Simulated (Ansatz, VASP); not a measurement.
One calculation of TlGaPtC6N6, two programs

```
Tl Ga Pt C N
1.0
     0.00000    5.07200    5.07200
     5.07200    0.00000    5.07200
     5.07200    5.07200    0.00000
Tl Ga Pt C N
1 1 1 6 6
Direct
  0.75000 0.75000 0.75000
  0.50000 0.50000 0.50000
  0.00000 0.00000 0.00000
  0.81102 0.18898 0.18898
  0.18898 0.18898 0.81102
  0.81102 0.18898 0.81102
  0.18898 0.81102 0.81102
  0.81102 0.81102 0.18898
  0.18898 0.81102 0.18898
  0.69568 0.30432 0.30432
  0.30432 0.30432 0.69568
  0.69568 0.30432 0.69568
  0.30432 0.69568 0.69568
  0.69568 0.69568 0.30432
  0.30432 0.69568 0.30432
```

Alike in both runs: task relaxation of cell and atoms; functional PBE; k mesh 4 × 4 × 4; occupations gaussian, width 0.1 eV; no spin polarisation.

|  | VASP | Ansatz |
| --- | --- | --- |
| version | VASP 6.6.1 | Ansatz 0.2.0 |
| potentials or method | VASP PAW PBE potentials, release 64 (Tl_d, Ga_d, Pt, C, N), cutoff 600 eV | scalar-relativistic, plane waves, PAW |
| valence electrons in the cell | 90 | 98 |

```tsv
	VASP	Ansatz	Ansatz less VASP
gap on the k mesh at the Fermi level, each at its own relaxed structure (eV)	none	none	-
relaxed volume (Å³/atom)	20.87	20.79	-0.088
relaxed length of the cell vector where the two differ most in proportion (Å)	7.622	7.611	-0.0107
```

A gap of «none» marks a metal or a gap that the smearing closes. VASP's potentials hold 90 valence electrons a cell and Ansatz's 98, so a difference there can come from the potentials and not from the codes.

Spin-orbit coupling is off throughout. Noted on VASP's run: the standard files for N, O and F lose accuracy on very short bonds; the volume moved by over 15 % at a fixed basis, so the end points are rough.
